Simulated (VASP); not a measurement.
Crystal: TmB3Au.

```
CELL_PARAMETERS angstrom
3.61849 -2.51681 0.00000
3.61849 2.51681 0.00000
0.00000 0.00000 7.03254
ATOMIC_POSITIONS crystal
Tm 0.79543 0.20457 0.25000
Tm 0.20457 0.79543 0.75000
B 0.24516 0.24516 0.00000
B 0.75484 0.75484 0.50000
B 0.75484 0.75484 0.00000
B 0.24516 0.24516 0.50000
B 0.00000 0.00000 0.00000
B 0.00000 0.00000 0.50000
Au 0.50000 0.50000 0.00000
Au 0.50000 0.50000 0.50000
```

The cell was generated, and may not be a known phase.

- Program: VASP 6.6.1
- Task: relaxation of cell and atoms
- Functional: PBE
- Potentials or basis: VASP PAW PBE potentials, release 64 (Tm_3, B, Au), 4f in core
- Cutoff: 500 eV
- k mesh: 4 × 4 × 3
- Occupations: gaussian, width 0.2 eV
- Spin: no spin polarisation

At the start: pressure 63.2 GPa; volume 12.81 Å³/atom.

How do energy, volume and symmetry change on relaxing?

Over 20 steps the energy falls by 1492.6 meV/atom and the volume is 17.41 Å³/atom (+35.9 %); space group Cmcm (No. 63, to 0.1 Å) before and after.

Step by step:
```csv
step,energy change (eV),largest force (eV/Å),pressure (GPa),volume (Å³)
1,0.0000,8.9393,63.18,128.09
2,-9.3015,3.6963,-11.23,243.78
3,-13.5313,0.1210,-5.22,185.87
4,-13.2216,4.3069,9.31,178.17
5,-14.5585,1.7551,-0.33,182.51
6,-14.5594,1.8052,-0.16,182.41
7,-14.7354,0.7032,0.38,181.42
8,-14.7637,0.2121,0.07,181.69
9,-14.7838,0.2016,-0.72,181.83
10,-14.7900,0.1934,-1.38,181.93
11,-14.7988,0.1937,-1.35,181.58
12,-14.8233,0.1983,-1.23,180.51
13,-14.8626,0.2189,-0.99,178.32
14,-14.8989,0.3021,-0.37,173.79
15,-14.9084,0.2725,0.21,173.16
16,-14.9094,0.2596,0.48,172.88
17,-14.9155,0.2075,0.20,173.26
18,-14.9187,0.2461,-0.16,173.79
19,-14.9231,0.1448,-0.16,173.90
20,-14.9258,0.0278,-0.15,174.08
```

Final structure:
```xyz
10
Lattice="3.6291 -2.6117 0.0000 3.6291 2.6117 0.0000 0.0000 0.0000 9.1833" Properties=species:S:1:pos:R:3 pbc="T T T"
Tm    3.6291   -1.7965    2.2958
Tm    3.6291    1.7965    6.8875
B     1.5588    0.0000    0.0000
B     5.6995    0.0000    4.5917
B     5.6995    0.0000    0.0000
B     1.5588    0.0000    4.5917
B     0.0000    0.0000    0.0000
B     0.0000    0.0000    4.5917
Au    3.6291    0.0000    0.0000
Au    3.6291    0.0000    4.5917
```

Caveat: the k points lie up to 0.37 Å⁻¹ apart in the final cell, too coarse for converged energies and pressures of a metal; the volume moved by over 15 % at a fixed basis, so the end points are rough.
